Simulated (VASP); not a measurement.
# Si62Ge (a cell with a defect) in VASP: a series of runs, part 2 of 2

VASP 6.6.1. The steps go on from the part before.

**3. Single point, PBEsol**

File INCAR:

```
PREC = Accurate ; ENCUT = 520
EDIFF = 1E-6 ; ISMEAR = -1
SIGMA = 0.05 ; LREAL = Auto
LASPH = T ; NELM = 60
ALGO = Normal ; ISIF = 2
LWAVE = F ; LCHARG = T
GGA = PS ; LELF = T
LVHAR = T ; NBANDS = 168
NELECT = 264.0
```

File KPOINTS:

```
regular mesh
0
Gamma
  1 1 1
```

File POSCAR:

```
Si62Ge
1.0
   10.8600000000      0.0000000000      0.0000000000
    0.0000000000     10.8600000000      0.0000000000
    0.0000000000      0.0000000000     10.8600000000
Si Ge
62 1
Direct
    0.5088499079     -0.0015382136      0.0083228361
    0.7518486188      0.2415843462      0.0082920810
    0.8745010129      0.3759566298      0.1234287293
    0.8697191529      0.1274065378      0.3692668508
   -0.0010679558      0.0020600368     -0.0010140884
    0.1249320442      0.1255052486      0.1243994475
    0.2521326888      0.2494872007      0.0003898711
    0.3803582873      0.3699980663      0.1270853591
    0.5009062615      0.4981953959      0.0003781768
    0.6248439227      0.6254170350      0.1244069061
    0.7482752302      0.7514694291     -0.0009867403
    0.8695166667      0.8808657459      0.1223430939
    0.2495352670      0.0007837937      0.2491198895
    0.3744255985      0.1264253223      0.3740692449
    0.5085747698      0.2417372928      0.2513508287
    0.6239214549      0.3759026703      0.3740139042
    0.7495825046      0.5008255985      0.2491210866
    0.8732444751      0.6280469613      0.3727954880
    0.4995651934      0.0020762431      0.4983687845
    0.6248362799      0.1255149171      0.6245088398
    0.7482769797      0.2508302947      0.4983968692
    0.8757889503      0.3760131676      0.6238780847
    0.7495745856      0.0007817680      0.7490727440
    0.8745106814      0.1264088398      0.8739829650
    0.0005311234      0.5013209024     -0.0010968692
    0.1253262431      0.6250481584      0.1255270718
    0.2490156538      0.7498841621     -0.0011100368
    0.3744069982      0.8758598527      0.1234356354
   -0.0011933702      0.2508598527      0.2478211786
    0.1243857274      0.3759143646      0.3753596685
    0.2515057090      0.4988670350      0.2489798343
    0.3744256906      0.6259414365      0.3754409761
    0.4994382136      0.7514982505      0.2478232044
    0.6229231123      0.8806958564      0.3691127993
   -0.0038290055      0.0032686004      0.4956512891
    0.1254326888      0.1245001842      0.6250629834
    0.2490238490      0.2509812155      0.4999920810
    0.3755143646      0.3748607735      0.6261546041
    0.4994353591      0.5013100368      0.4999892265
    0.6258750460      0.6249745856      0.6250203499
    0.7470617864      0.7542864641      0.4955836096
    0.8732125230      0.8771462247      0.6218045120
    0.2516240331      0.0009906998      0.7511833333
    0.3805622468      0.1227612339      0.8801097606
    0.5007899632      0.2495211786      0.7516761510
    0.6275811234      0.3698168508      0.8799984346
    0.7493969613      0.4987906077      0.7511440147
    0.8758790055      0.6259064457      0.8739905157
   -0.0041195212      0.7544506446      0.2465970534
    0.1223090239      0.8771007366      0.3727549724
   -0.0012996317      0.5031477901      0.4981729282
    0.1251706262      0.6251914365      0.6247813076
    0.2472004604      0.7517036832      0.4981867403
    0.3743632597      0.8745871087      0.6238821363
    0.0003405157      0.2510638122      0.7485671271
    0.1266556169      0.3747955801      0.8750425414
    0.2497408840      0.5006337937      0.7492889503
    0.3755446593      0.6236825967      0.8750985267
    0.4992481584      0.7499648250      0.7485585635
    0.6239309392      0.8758074586      0.8739336096
   -0.0014297422      0.7517331492      0.7467697974
    0.1244331492      0.8744691529      0.8739079190
    0.6645381215      0.0857966851      0.1642877532
```

Potentials or basis: VASP PAW PBE potentials, release 64 (Si, Ge_d).

On the command line:

```
cat potpaw_PBE.64/Si/POTCAR potpaw_PBE.64/Ge_d/POTCAR > POTCAR
mpirun -np 1 vasp_gam > vasp.out
```

OUTCAR:

```text
PREC = Accurate
   ENCUT = 520
   EDIFF = 1E-6
   ISMEAR = -1
   LREAL = Auto
   LASPH = T
   NELM = 60
   ISIF = 2
   GGA = PS
   NELECT = 264.0

 ion  position               nearest neighbor table
   1  0.509  0.998  0.008-  60 2.34  28 2.34  44 2.39  63 2.57
   2  0.752  0.242  0.008-  24 2.34   3 2.34  46 2.39  63 2.58
   3  0.875  0.376  0.123-   2 2.34  29 2.34  17 2.35  25 2.36
   4  0.870  0.127  0.369-  29 2.35  21 2.35  35 2.36
   5  0.999  0.002  0.999-  24 2.34  12 2.35   6 2.35  62 2.37
   6  0.125  0.126  0.124-  13 2.35   5 2.35  29 2.35   7 2.35
   7  0.252  0.249  0.000-   6 2.35   8 2.35  44 2.35  56 2.36
   8  0.380  0.370  0.127-   7 2.35   9 2.35  31 2.38  15 2.39
   9  0.501  0.498  0.000-  10 2.35  46 2.35   8 2.35  58 2.36
  10  0.625  0.625  0.124-  17 2.35  11 2.35  33 2.35   9 2.35
  11  0.748  0.751  0.999-  60 2.34  12 2.35  10 2.35  48 2.37
  12  0.870  0.881  0.122-  11 2.35   5 2.35  49 2.36
  13  0.250  0.001  0.249-   6 2.35  50 2.35  28 2.35  14 2.35
  14  0.374  0.126  0.374-  15 2.34  19 2.34  13 2.35  37 2.36
  15  0.509  0.242  0.251-  16 2.34  14 2.34   8 2.39  63 2.58
  16  0.624  0.376  0.374-  15 2.34  21 2.34  17 2.35  39 2.36
  17  0.750  0.501  0.249-  10 2.35  18 2.35  16 2.35   3 2.35
[... 43 lines left out ...]
  61  0.999  0.752  0.747-  52 2.35  42 2.36  62 2.36  48 2.36
  62  0.124  0.874  0.874-  27 2.35  61 2.36  43 2.36   5 2.37
  63  0.665  0.086  0.164-   1 2.57  15 2.58   2 2.58

  LATTYP: Found a simple cubic cell.
 ALAT       =    10.8600000000

  Lattice vectors:

 A1 = (  10.8600000000,   0.0000000000,   0.0000000000)
 A2 = (   0.0000000000,  10.8600000000,   0.0000000000)
 A3 = (   0.0000000000,   0.0000000000,  10.8600000000)

Analysis of symmetry for initial positions (statically):
=====================================================================
 Subroutine PRICEL returns:
 Original cell was already a primitive cell.

 Routine SETGRP: Setting up the symmetry group for a
 simple cubic supercell.

 Subroutine GETGRP returns: Found  1 space group operations
 (whereof  1 operations were pure point group operations)
 out of a pool of 48 trial point group operations.

The static configuration has the point symmetry C_1 .

Analysis of symmetry for dynamics (positions and initial velocities):
=====================================================================
 Subroutine PRICEL returns:
 Original cell was already a primitive cell.

 Routine SETGRP: Setting up the symmetry group for a
 simple cubic supercell.

 Subroutine GETGRP returns: Found  1 space group operations
 (whereof  1 operations were pure point group operations)
 out of a pool of 48 trial point group operations.

The dynamic configuration has the point symmetry C_1 .

 Subroutine INISYM returns: Found  1 space group operations
 (whereof  1 operations are pure point group operations),
 and found     1 'primitive' translations

----------------------------------------------------------------------------------------

                                     Primitive cell

  volume of cell :    1280.8241
[... 152 lines left out ...]
     0.000000000  0.092081031  0.000000000     0.000000000  1.000000000  0.000000000
     0.000000000  0.000000000  0.092081031     0.000000000  0.000000000  1.000000000

  Length of vectors
     0.092081031  0.092081031  0.092081031

  Shift w.r.t. Gamma in fractional coordinates (k-lattice)
     0.000000000  0.000000000  0.000000000

 Subroutine IBZKPT returns following result:
 ===========================================

 Found      1 irreducible k-points:

 Following reciprocal coordinates:
            Coordinates               Weight
  0.000000  0.000000  0.000000      1.000000
   k-points           NKPTS =      1   k-points in BZ     NKDIM =      1   number of bands    NBANDS=    168
   number of dos      NEDOS =    301   number of ions     NIONS =     63
   total plane-waves  NPLWV = 592704
   dimension x,y,z NGX =    84 NGY =   84 NGZ =   84
   dimension x,y,z NGXF=   168 NGYF=  168 NGZF=  168
   ions per type =              62   1
   NGX,Y,Z   is equivalent  to a cutoff of  12.86, 12.86, 12.86 a.u.
   NGXF,Y,Z  is equivalent  to a cutoff of  25.72, 25.72, 25.72 a.u.
 SYSTEM =  unknown system
   PREC   = accura    normal or accurate (medium, high low for compatibility)
   ISTART =      0    job   : 0-new  1-cont  2-samecut
   ICHARG =      2    charge: 1-file 2-atom 10-const
   ISPIN  =      1    spin polarized calculation?
   LNONCOLLINEAR =      F non collinear calculations
   LSORBIT =      F    spin-orbit coupling
   LASPH  =      T    aspherical Exc in radial PAW
   ENCUT  =  520.0 eV  38.22 Ry    6.18 a.u.  20.19 20.19 20.19*2*pi/ulx,y,z
   NELM   =     60;   NELMIN=  2; NELMDL= -5     # of ELM steps
   EDIFF  = 0.1E-05   stopping-criterion for ELM
   LREAL  =      T    real-space projection
   EDIFFG = 0.1E-04   stopping-criterion for IOM
   NSW    =      0    number of steps for IOM
[... 5 lines left out ...]
   TEBEG  =    0.0;   TEEND  =   0.0 temperature during run
   PSTRESS=    0.0 pullay stress
   NELECT =     264.0000    total number of electrons
   NUPDOWN=      -1.0000    fix difference up-down
   EMIN   =  10.00;   EMAX   =-10.00  energy-range for DOS
   EFERMI =   0.00;   METHOD = LEGACY
   ISMEAR =    -1;   SIGMA  =   0.05  broadening in eV -4-tet -1-fermi 0-gaus
   EFERMI_NEDOS =   21; number of points for ismear=-14 and -15
   IALGO  =     38    algorithm
   IMIX   =      4    mixing-type and parameters
     AMIX     =   0.40;   BMIX     =  1.00
     AMIX_MAG =   1.60;   BMIX_MAG =  1.00
  volume/ion in A,a.u.               =      20.33       137.20
  Fermi-wavevector in a.u.,A,eV,Ry     =   0.967044  1.827449 12.723821  0.935174
  Thomas-Fermi vector in A             =   2.096897
   LORBIT       =      0    0 simple, 1 ext, 2 COOP (PROOUT), +10 PAW based schemes
   GGA     = PS    functional components
   LHFCALC =     F    Hartree Fock is set to
   AEXX    =    0.0000 exact exchange contribution
   IVDW    =     0    specifies the selected vdW correction
   LEPSILON=     F    determine dielectric tensor
   LRPA    =     F    only Hartree local field effects (RPA)
 non-spin polarized calculation
  energy-cutoff  :      520.00
  volume of cell :     1280.82
 maximum number of plane-waves:     17229
 NGX is ok and might be reduce to    84
   NGX = 41   NGY = 41   NGZ = 41

 number of electron     263.9999970 magnetization

 Free energy of the ion-electron system (eV)
  ---------------------------------------------------
  ext. energy  EPLUGINS =         0.00000000
  ---------------------------------------------------
  free energy    TOTEN  =      -339.24503904 eV

  energy without entropy =     -338.93161704  energy(sigma->0) =     -339.08832804

 E-fermi :   6.1475     XC(G=0):  -9.5466

 val. band max:        6.0823344436   @ k =   0.0000   0.0000   0.0000
 cond. band min:       6.1669800853   @ k =   0.0000   0.0000   0.0000
 fundamental gap:      0.0846456416
 Fermi energy:         6.1475198463

 k-point     1 :       0.0000    0.0000    0.0000
  band No.  band energies     occupation
      1     -18.1843      2.00000
      2     -18.1841      2.00000
      3     -18.1820      2.00000
      4     -18.1510      2.00000
      5     -18.1509      2.00000
      6      -6.2990      2.00000
[... 136 lines left out ...]
    143       6.7670      0.00001
    144       6.7671      0.00001
 [bands above 144 left out]

------------------------ aborting loop because EDIFF is reached ----------------------------------------

  FORCE on cell =-STRESS in cart. coord.  units (eV):
  Direction    XX          YY          ZZ          XY          YZ          ZX
  --------------------------------------------------------------------------------------
  -------------------------------------------------------------------------------------
  Total       17.1804570     17.1548160     17.2053361      0.8495621      0.8599969     -0.8158007
  in kB       21.4909602     21.4588859     21.5220814      1.0627136      1.0757664     -1.0204816
  external PRESSURE =      21.4906425 kB  Pullay stress =       0.0000000 kB

 VOLUME and BASIS-vectors are now :
 -----------------------------------------------------------------------------
  energy-cutoff  :      520.00
  volume of cell :     1280.82
      direct lattice vectors                 reciprocal lattice vectors
    10.860000000  0.000000000  0.000000000     0.092081031  0.000000000  0.000000000
     0.000000000 10.860000000  0.000000000     0.000000000  0.092081031  0.000000000
     0.000000000  0.000000000 10.860000000     0.000000000  0.000000000  0.092081031

 POSITION                                       TOTAL-FORCE (eV/Angst)
 -----------------------------------------------------------------------------------
      5.52611     10.84330      0.09039        -0.009984      0.019145     -0.008457
      8.16508      2.62361      0.09005        -0.019100      0.008255     -0.008498
      9.49708      4.08289      1.34044         0.000558      0.004531     -0.002586
      9.44515      1.38364      4.01024         0.048034     -0.011151      0.047491
     10.84840      0.02237     10.84899         0.010128      0.015416      0.000156
      1.35676      1.36299      1.35098         0.010995     -0.006164      0.006856
[... 55 lines left out ...]
      1.35134      9.49674      9.49064        -0.020194      0.015166      0.007505
      7.21688      0.93175      1.78416        -0.139728      0.141219     -0.142975
 -----------------------------------------------------------------------------------
    total drift:                               -0.013801      0.010678     -0.010535

  FREE ENERGIE OF THE ION-ELECTRON SYSTEM (eV)
  ---------------------------------------------------
  free  energy   TOTEN  =      -339.2450390421 eV

  energy  without entropy=     -338.9316170428  energy(sigma->0) =     -339.08832804
```

It took 8.2 min on 1 thread of Intel Xeon Platinum 8259CL at 2.50GHz (Skylake/Cascade Lake), shared host; peak memory 1 GiB.

What came out:

- Free energy: -339.2450 eV
- Largest force: 0.245 eV/Å

Forces on the atoms (eV/Å):
```
Si  -0.010  0.019 -0.008
Si  -0.019  0.008 -0.008
Si   0.001  0.005 -0.003
Si   0.048 -0.011  0.047
Si   0.010  0.015  0.000
Si   0.011 -0.006  0.007
Si  -0.007 -0.009  0.008
Si  -0.007  0.008 -0.039
Si   0.007  0.008  0.009
Si   0.005 -0.012  0.006
Si  -0.016 -0.012 -0.001
Si   0.046 -0.045  0.010
Si  -0.002  0.002 -0.002
Si  -0.005  0.003  0.000
Si  -0.008  0.009 -0.016
Si  -0.001  0.005  0.001
Si  -0.002  0.001 -0.002
Si   0.005  0.008  0.003
Si  -0.001  0.015  0.013
Si   0.005 -0.006  0.012
Si  -0.015  0.001  0.011
Si  -0.016 -0.010 -0.020
Si  -0.003  0.002 -0.002
Si   0.000  0.003 -0.005
Si   0.013  0.002  0.022
Si  -0.002  0.000 -0.006
Si  -0.003 -0.014  0.021
Si  -0.006 -0.001 -0.003
Si   0.011  0.000 -0.016
Si  -0.020 -0.008 -0.015
Si   0.025 -0.025  0.029
Si   0.008  0.020 -0.016
Si   0.000 -0.011 -0.017
Si   0.013 -0.043  0.046
Si   0.012 -0.011  0.012
Si  -0.003  0.004 -0.002
Si  -0.004 -0.019  0.014
Si  -0.005  0.005 -0.028
Si   0.019  0.003  0.015
Si   0.000  0.001 -0.001
Si   0.012 -0.012  0.012
Si   0.005 -0.004 -0.008
Si   0.025 -0.028  0.025
Si  -0.007  0.037 -0.009
Si   0.008 -0.008 -0.009
Si  -0.036  0.008 -0.008
Si   0.027 -0.025  0.025
Si  -0.015  0.021  0.009
Si   0.013 -0.012  0.013
Si  -0.009 -0.005  0.004
Si   0.010 -0.011  0.012
Si  -0.013  0.010 -0.011
Si   0.010 -0.012  0.012
Si   0.008  0.015 -0.021
Si   0.014 -0.021 -0.002
Si  -0.028  0.005 -0.005
Si   0.024 -0.025  0.025
Si  -0.004  0.028 -0.006
Si   0.020 -0.014 -0.003
Si  -0.002  0.000 -0.004
Si   0.012 -0.011  0.009
Si  -0.020  0.015  0.008
Ge  -0.140  0.141 -0.143
```

Caveat: the k points lie up to 0.58 Å⁻¹ apart; the cell carries a net charge on a neutralising background, which shifts energy and pressure; the cell is charged against a uniform background, so pressure and absolute levels hang on convention; the PAW data sets were made with another functional, which shifts forces and pressure a little.
